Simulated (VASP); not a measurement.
# TiO2 (Pbcn) in VASP: single point with r2SCAN

Aim: the single point of TiO2 with r2SCAN.

All numbers are computed with VASP 6.6.1; they aren't measurements. Logs are shortened: lines on timing, memory, paths and dates and some standing lists are left out, and cuts for length are marked.

## Step 1: The cell of the first run

The structure is orthorhombic, space group Pbcn (No. 60). Conventional cell: a = 4.546 Å, b = 5.513 Å, c = 4.894 Å, α = 90.00°, β = 90.00°, γ = 90.00°. Within 2.5 Å of Ti (site symmetry 2) lie 6 O at 1.87 to 2.10 Å. Within 3.0 Å of O (site symmetry 1) lie 3 Ti at 1.87 to 2.10 Å and 12 O at 2.58 to 2.97 Å.

## Step 2: Single point, r2SCAN

POSCAR

```
TiO2
1.0
    5.5133445145      0.0000000000      0.0000000000
    0.0000000000      4.5455754848      0.0000000000
    0.0000000000      0.0000000000      4.8935984327
Ti O
4 8
Direct
    0.0741947636      0.2500000000      0.2043333333
    0.4258052364      0.2500000000      0.7043333333
    0.5741947636      0.7500000000      0.2043333333
    0.9258052364      0.7500000000      0.7043333333
    0.3681568615      0.0211153723      0.3735050158
    0.1318431385      0.0211153723      0.8735050158
    0.6318431385      0.5211153723      0.5351616509
    0.8681568615      0.5211153723      1.0351616509
    0.3681568615      0.4788846277      1.0351616509
    0.1318431385      0.4788846277      0.5351616509
    0.8681568615      0.9788846277      0.3735050158
    0.6318431385      0.9788846277      0.8735050158
```

INCAR.step1

```
SYSTEM = TiO2
ALGO = Normal ; EDIFF = 1E-4
ENCUT = 520 ; GGA = PE
ISMEAR = 0 ; LASPH = .True.
LCHARG = .False. ; LREAL = .False.
LWAVE = .True. ; NBANDS = 60
NELM = 60 ; PREC = Accurate
SIGMA = 0.01
```

INCAR.step2

```
SYSTEM = TiO2
ALGO = Normal ; EDIFF = 1E-7
ENCUT = 520 ; ISIF = 2
ISMEAR = 0 ; ISTART = 1
LASPH = .True. ; LCHARG = .True.
LELF = .True. ; LMIXTAU = .True.
LREAL = .False. ; LVHAR = .True.
LWAVE = .False. ; METAGGA = R2SCAN
NBANDS = 60 ; NELM = 60
PREC = Accurate ; SIGMA = 0.01
```

KPOINTS

```
k-points
0
Gamma
  6 6 6
  0 0 0
```

Potentials or basis: VASP PAW PBE potentials, release 64 (Ti_sv, O).

On the command line:

```console
cat potpaw_PBE.64/Ti_sv/POTCAR potpaw_PBE.64/O/POTCAR > POTCAR
cp INCAR.step1 INCAR
mpirun -np 1 vasp_std > vasp.out
cp INCAR.step2 INCAR
mpirun -np 1 vasp_std > vasp.out
```

OUTCAR:

```text
SYSTEM = TiO2
   EDIFF = 1E-7
   ENCUT = 520
   ISIF = 2
   ISMEAR = 0
   ISTART = 1
   LASPH = .True.
   LREAL = .False.
   METAGGA = R2SCAN
   NELM = 60
   PREC = Accurate

 ion  position               nearest neighbor table
   1  0.074  0.250  0.204-   8 1.87  11 1.87   6 1.95  10 1.95   9 2.10   5 2.10
   2  0.426  0.250  0.704-   7 1.87  12 1.87   5 1.95   9 1.95  10 2.10   6 2.10
   3  0.574  0.750  0.204-   9 1.87   5 1.87  12 1.95   7 1.95   8 2.10  11 2.10
   4  0.926  0.750  0.704-  10 1.87   6 1.87  11 1.95   8 1.95   7 2.10  12 2.10
   5  0.368  0.021  0.374-   3 1.87   2 1.95   1 2.10
   6  0.132  0.021  0.874-   4 1.87   1 1.95   2 2.10
   7  0.632  0.521  0.535-   2 1.87   3 1.95   4 2.10
   8  0.868  0.521  0.035-   1 1.87   4 1.95   3 2.10
   9  0.368  0.479  0.035-   3 1.87   2 1.95   1 2.10
  10  0.132  0.479  0.535-   4 1.87   1 1.95   2 2.10
  11  0.868  0.979  0.374-   1 1.87   4 1.95   3 2.10
  12  0.632  0.979  0.874-   2 1.87   3 1.95   4 2.10

  LATTYP: Found a simple orthorhombic cell.
 ALAT       =     4.5455754848
 B/A-ratio  =     1.0765630115
 C/A-ratio  =     1.2129035219

  Lattice vectors:

 A1 = (   0.0000000000,   4.5455754848,   0.0000000000)
 A2 = (   0.0000000000,   0.0000000000,   4.8935984327)
 A3 = (   5.5133445145,   0.0000000000,   0.0000000000)

Analysis of symmetry for initial positions (statically):
=====================================================================
 Subroutine PRICEL returns:
 Original cell was already a primitive cell.

 Routine SETGRP: Setting up the symmetry group for a
 simple orthorhombic supercell.

 Subroutine GETGRP returns: Found  8 space group operations
 (whereof  1 operations were pure point group operations)
 out of a pool of  8 trial point group operations.

The static configuration has the point symmetry C_1 .
 The point group associated with its full space group is D_2h.

Analysis of symmetry for dynamics (positions and initial velocities):
=====================================================================
 Subroutine PRICEL returns:
 Original cell was already a primitive cell.

 Routine SETGRP: Setting up the symmetry group for a
[... 132 lines left out ...]
   NFREE  =      0    steps in history (QN), initial steepest desc. (CG)
   ISIF   =      2    stress and relaxation
   ISYM   =      2    0-nonsym 1-usesym 2-fastsym
   POTIM  = 0.5000    time-step for ionic-motion
   TEBEG  =    0.0;   TEEND  =   0.0 temperature during run
   PSTRESS=    0.0 pullay stress
   NELECT =      96.0000    total number of electrons
   NUPDOWN=      -1.0000    fix difference up-down
   EMIN   =  10.00;   EMAX   =-10.00  energy-range for DOS
   EFERMI =   0.00;   METHOD = LEGACY
   ISMEAR =     0;   SIGMA  =   0.01  broadening in eV -4-tet -1-fermi 0-gaus
   EFERMI_NEDOS =   21; number of points for ismear=-14 and -15
   IALGO  =     38    algorithm
   IMIX   =      4    mixing-type and parameters
     AMIX     =   0.40;   BMIX     =  1.00
     AMIX_MAG =   1.60;   BMIX_MAG =  1.00
  volume/ion in A,a.u.               =      10.22        68.97
  Fermi-wavevector in a.u.,A,eV,Ry     =   1.508763  2.851149 30.971852  2.276367
  Thomas-Fermi vector in A             =   2.619175
   LORBIT       =      0    0 simple, 1 ext, 2 COOP (PROOUT), +10 PAW based schemes
   METAGGA = R2SCAN    functional components
   LHFCALC =     F    Hartree Fock is set to
   AEXX    =    0.0000 exact exchange contribution
   IVDW    =     0    specifies the selected vdW correction
   LEPSILON=     F    determine dielectric tensor
   LRPA    =     F    only Hartree local field effects (RPA)
 non-spin polarized calculation
 Gauss-broadening in eV      SIGMA  =   0.01
  energy-cutoff  :      520.00
  volume of cell :      122.64
 maximum number of plane-waves:      3336
 NGX is ok and might be reduce to    42
   NGX = 21   NGY = 17   NGZ = 19

 number of electron      95.9999997 magnetization

 Free energy of the ion-electron system (eV)
  ---------------------------------------------------
  ext. energy  EPLUGINS =         0.00000000
  ---------------------------------------------------
  free energy    TOTEN  =      -139.62947004 eV

  energy without entropy =     -139.62947004  energy(sigma->0) =     -139.62947004

 E-fermi :   4.4116     XC(G=0): -12.2910

 val. band max:        4.3335384609   @ k =   0.0000   0.0000   0.0000
 cond. band min:       7.3958242589   @ k =   0.0000   0.0000   0.5000
 fundamental gap:      3.0622857980
 Fermi energy:         4.4115598311

 k-point     1 :       0.0000    0.0000    0.0000
  band No.  band energies     occupation
      1     -54.2549      2.00000
      2     -54.2311      2.00000
      3     -54.2255      2.00000
      4     -54.2188      2.00000
      5     -29.6564      2.00000
      6     -29.5725      2.00000
[... 1501 lines left out ...]
     59       9.2314      0.00000
     60       9.2473      0.00000

 [... further k-points ...]

------------------------ aborting loop because EDIFF is reached ----------------------------------------

  FORCE on cell =-STRESS in cart. coord.  units (eV):
  Direction    XX          YY          ZZ          XY          YZ          ZX
  --------------------------------------------------------------------------------------
  -------------------------------------------------------------------------------------
  Total        0.8186045      1.0708459      1.1328072      0.0000000     -0.0000000      0.0000000
  in kB       10.6942998     13.9895977     14.7990646      0.0000000     -0.0000000      0.0000000
  external PRESSURE =      13.1609873 kB  Pullay stress =       0.0000000 kB

 VOLUME and BASIS-vectors are now :
 -----------------------------------------------------------------------------
  energy-cutoff  :      520.00
  volume of cell :      122.64
      direct lattice vectors                 reciprocal lattice vectors
     5.513344514  0.000000000  0.000000000     0.181378109  0.000000000  0.000000000
     0.000000000  4.545575485  0.000000000     0.000000000  0.219994147  0.000000000
     0.000000000  0.000000000  4.893598433     0.000000000  0.000000000  0.204348602

 POSITION                                       TOTAL-FORCE (eV/Angst)
 -----------------------------------------------------------------------------------
      0.40906      1.13639      0.99993         0.108256     -0.000000      0.000000
      2.34761      1.13639      3.44672        -0.108256     -0.000000      0.000000
      3.16573      3.40918      0.99993         0.108256     -0.000000      0.000000
      5.10428      3.40918      3.44672        -0.108256     -0.000000      0.000000
      2.02978      0.09598      1.82778        -0.065535      0.028686      0.001607
      0.72690      0.09598      4.27458         0.065535      0.028686      0.001607
      3.48357      2.36877      2.61887         0.065535      0.028686     -0.001607
      4.78645      2.36877      0.17207        -0.065535      0.028686     -0.001607
      2.02978      2.17681      0.17207        -0.065535     -0.028686     -0.001607
      0.72690      2.17681      2.61887         0.065535     -0.028686     -0.001607
      4.78645      4.44959      1.82778        -0.065535     -0.028686      0.001607
      3.48357      4.44959      4.27458         0.065535     -0.028686      0.001607
 -----------------------------------------------------------------------------------
    total drift:                                0.000000     -0.000000      0.000244

  FREE ENERGIE OF THE ION-ELECTRON SYSTEM (eV)
  ---------------------------------------------------
  free  energy   TOTEN  =      -139.6294700375 eV

  energy  without entropy=     -139.6294700375  energy(sigma->0) =     -139.62947004
```

OSZICAR.step1:

```text
N       E                     dE             d eps       ncg     rms          rms(c)
DAV:   1     0.153498151540E+04    0.15350E+04   -0.47569E+04  7680   0.193E+03
DAV:   2     0.182830061619E+03   -0.13522E+04   -0.12808E+04  7756   0.602E+02
DAV:   3    -0.118613099066E+03   -0.30144E+03   -0.29040E+03  9748   0.245E+02
DAV:   4    -0.140770522124E+03   -0.22157E+02   -0.22099E+02 11248   0.725E+01
DAV:   5    -0.142021959667E+03   -0.12514E+01   -0.12509E+01 11760   0.142E+01    0.449E+01
DAV:   6    -0.108270712010E+03    0.33751E+02   -0.20615E+02 10552   0.989E+01    0.173E+01
DAV:   7    -0.107775050561E+03    0.49566E+00   -0.32714E+01 10284   0.333E+01    0.114E+01
DAV:   8    -0.107754177327E+03    0.20873E-01   -0.79827E+00  9880   0.199E+01    0.626E+00
DAV:   9    -0.107327699274E+03    0.42648E+00   -0.27152E+00  9948   0.110E+01    0.142E+00
DAV:  10    -0.107353161226E+03   -0.25462E-01   -0.19862E-01  9164   0.250E+00    0.674E-01
DAV:  11    -0.107344698959E+03    0.84623E-02   -0.34413E-02  9324   0.101E+00    0.119E-01
DAV:  12    -0.107345063059E+03   -0.36410E-03   -0.20605E-03  8628   0.291E-01    0.150E-01
DAV:  13    -0.107344802438E+03    0.26062E-03   -0.82849E-04  7720   0.169E-01    0.278E-02
DAV:  14    -0.107344802060E+03    0.37758E-06   -0.71067E-05  4076   0.588E-02
   1 F= -.10734480E+03 E0= -.10734480E+03  d E =-.116439E-36
```

Wall time 24 min (1 thread of Oxide Virtual Turin-like, shared host); peak memory 0.43 GiB.

What came out:

- Free energy: -139.6295 eV
- Pressure: 1.3 GPa
- Largest force: 0.108 eV/Å
- Band gap on the k mesh: 3.06 eV (least direct gap 3.09 eV)

Forces in eV/Å, atoms in the order of the input:
```
Ti   0.108  0.000  0.000
Ti  -0.108  0.000  0.000
Ti   0.108  0.000  0.000
Ti  -0.108  0.000  0.000
O   -0.066  0.029  0.002
O    0.066  0.029  0.002
O    0.066  0.029 -0.002
O   -0.066  0.029 -0.002
O   -0.066 -0.029 -0.002
O    0.066 -0.029 -0.002
O   -0.066 -0.029  0.002
O    0.066 -0.029  0.002
```

Caveat: the PAW data sets were made with another functional, which shifts forces and pressure a little. A k mesh can miss the band edges.
